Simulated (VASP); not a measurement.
Write the native input for VASP 6.6.1 that does the following.

- Task: single point
- Functional: r2SCAN
- Potentials or basis: VASP PAW PBE potentials, release 64 (B, N)
- Cutoff: 520 eV
- k mesh: 12 × 12 × 12
- Occupations: gaussian, width 0.02 eV
- Spin: no spin polarisation
- Dipole correction: no
- Further INCAR settings: ALGO = Normal; EDIFF = 1e-06; NBANDS = 11

Crystal: BN.

```
CELL_PARAMETERS angstrom
0.00000 1.81238 1.81238
1.81238 0.00000 1.81238
1.81238 1.81238 0.00000
ATOMIC_POSITIONS crystal
B 0.50000 0.50000 0.50000
N 0.25000 0.25000 0.25000
```

These files were run (other wordings do the same):

POSCAR

```
BN
1.0
    0.0000000000      1.8123816016      1.8123816016
    1.8123816016      0.0000000000      1.8123816016
    1.8123816016      1.8123816016      0.0000000000
B N
1 1
Direct
    0.5000000000      0.5000000000      0.5000000000
    0.2500000000      0.2500000000      0.2500000000
```

INCAR.step1

```
PREC = Accurate ; ENCUT = 520
ISMEAR = 0 ; SIGMA = 0.02
LREAL = F ; LASPH = T
NELM = 100 ; NBANDS = 11
GGA = PE ; ALGO = Normal
EDIFF = 1E-4 ; LWAVE = T
LCHARG = F
```

INCAR.step2

```
PREC = Accurate ; ENCUT = 520
EDIFF = 1E-6 ; ISMEAR = 0
SIGMA = 0.02 ; LREAL = F
LASPH = T ; NELM = 100
ALGO = Normal ; ISIF = 2
LWAVE = F ; LCHARG = F
METAGGA = R2SCAN ; LMIXTAU = T
NBANDS = 11 ; ISTART = 1
```

KPOINTS

```
regular mesh
0
Gamma
  12 12 12
```

Potentials or basis: VASP PAW PBE potentials, release 64 (B, N).

Command:

```sh
$ cat potpaw_PBE.64/B/POTCAR potpaw_PBE.64/N/POTCAR > POTCAR
$ cp INCAR.step1 INCAR
$ mpirun -np 1 vasp_std > vasp.out
$ cp INCAR.step2 INCAR
$ mpirun -np 1 vasp_std > vasp.out
```

Results of the run:

* Pressure: -3.7 GPa
* Band gap on the k mesh: 4.97 eV, indirect (least direct gap 9.49 eV)

Caveat: the PAW data sets were made with another functional, which shifts forces and pressure a little.

It took 88 s on 1 thread of AMD EPYC 7R13, on a shared host, peak memory 0.1 GiB.
